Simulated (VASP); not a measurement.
Write the native input for VASP 6.6.1 that does the following.

```
Task                   : single point
Functional             : PBE
Potentials or basis    : VASP PAW PBE potentials, release 64 (B, P)
Cutoff                 : 520 eV
k mesh                 : 6 × 10 × 12
Occupations            : gaussian, width 0.1 eV
Spin                   : no spin polarisation
Dipole correction      : no
Further INCAR settings : ALGO = Normal; EDIFF = 1e-07; NBANDS = 26
```

The structure of BP lies in POSCAR:

```
BP
1.0
    6.0682693310      0.0000000000      0.0000000000
    0.0000000000      4.3316646138      0.0000000000
    0.0000000000      0.0000000000      3.0945830768
B P
4 4
Direct
    0.7500000000      0.0000000000      0.4789962795
    0.0000000000      0.5000000000      0.0000000000
    0.2500000000      0.0000000000      0.5210037205
    0.5000000000      0.5000000000      0.0000000000
    0.7500000000      0.5000000000      0.5644615880
    0.0000000000      0.0000000000      0.0000000000
    0.2500000000      0.5000000000      0.4355384120
    0.5000000000      0.0000000000      0.0000000000
```

These files were run (other wordings do the same):

INCAR

```
SYSTEM = BP
ALGO = Normal ; EDIFF = 1E-7
ENCUT = 520 ; GGA = PE
ISIF = 2 ; ISMEAR = 0
LASPH = .True. ; LCHARG = .True.
LELF = .True. ; LREAL = .False.
LVHAR = .True. ; LWAVE = .False.
NBANDS = 26 ; NELM = 100
PREC = Accurate ; SIGMA = 0.1
```

KPOINTS

```
k-points
0
Gamma
  6 10 12
  0 0 0
```

Potentials or basis: VASP PAW PBE potentials, release 64 (B, P).

Run with:

```bash
$ cat potpaw_PBE.64/B/POTCAR potpaw_PBE.64/P/POTCAR > POTCAR
$ mpirun -np 1 vasp_std > vasp.out
```

Results of the run:

- Pressure: -0.2 GPa
- Largest force: 0.009 eV/Å
- Band gap on the k mesh: zero (band 16 reaches 10.70 eV, above the bottom of band 17 at 8.00 eV)

Run time: 2.9 min on 1 thread of Intel(R) Xeon(R) 6975P-C (Granite Rapids), with other jobs on the host, peak memory 0.37 GiB.
